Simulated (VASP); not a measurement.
Set up this calculation in VASP 6.6.1, as the native input.

| Quantity | Value |
| --- | --- |
| Task | single point |
| Functional | PBEsol |
| Potentials or basis | VASP PAW PBE potentials, release 64 (Ta_pv, N) |
| Cutoff | 520 eV |
| k mesh | 9 × 9 × 5 |
| Occupations | fermi-dirac, width 0.01 eV |
| Spin | no spin polarisation |
| Dipole correction | no |
| Further INCAR settings | ALGO = Normal; EDIFF = 1e-06; NBANDS = 24 |

The structure of TaN lies in POSCAR:

```
TaN
1.0
    3.1077819002      0.0000000000      0.0000000000
   -1.5538909501      2.6914180749      0.0000000000
    0.0000000000      0.0000000000      5.0144558607
Ta N
2 2
Direct
    0.0000000000      0.0000000000      0.0000000000
    0.0000000000      0.0000000000      0.5000000000
    0.3333333333      0.6666666667      0.2500000000
    0.6666666667      0.3333333333      0.7500000000
```

The input as run:

INCAR

```
SYSTEM = TaN
PREC     = Accurate       ! precision mode
ENCUT    = 520            ! plane-wave cutoff, eV
EDIFF    = 1E-6           ! SCF threshold, eV
ISMEAR   = -1             ! smearing method
SIGMA    = 0.01           ! smearing width, eV
LREAL    = .False.        ! projectors in reciprocal space
LASPH    = .True.         ! aspherical terms in the spheres
NELM     = 100            ! most SCF steps
ALGO     = Normal         ! electronic algorithm
ISIF     = 2              ! what is computed and relaxed
LWAVE    = .False.        ! write WAVECAR
LCHARG   = .False.        ! write CHGCAR
GGA      = PS             ! functional
NBANDS   = 24             ! bands
```

KPOINTS

```
Automatic mesh
0
Gamma
  9 9 5
  0 0 0
```

Potentials or basis: VASP PAW PBE potentials, release 64 (Ta_pv, N).

The run is started by

```sh
$ cat potpaw_PBE.64/Ta_pv/POTCAR potpaw_PBE.64/N/POTCAR > POTCAR
$ mpirun -np 1 vasp_std > vasp.out
```

It gave:

```
Pressure               : 22.7 GPa
Band gap on the k mesh : zero (bands 16 and 17 overlap by 2.36 eV)
```

Caveat: the cell stands under pressure; the PAW data sets were made with another functional, which shifts forces and pressure a little; spin-orbit coupling is left out, which moves the levels of the heavy elements.

It took 11 s on 1 thread of Intel(R) Xeon(R) 6975P-C (Granite Rapids), on a shared host, peak memory 0.17 GiB.
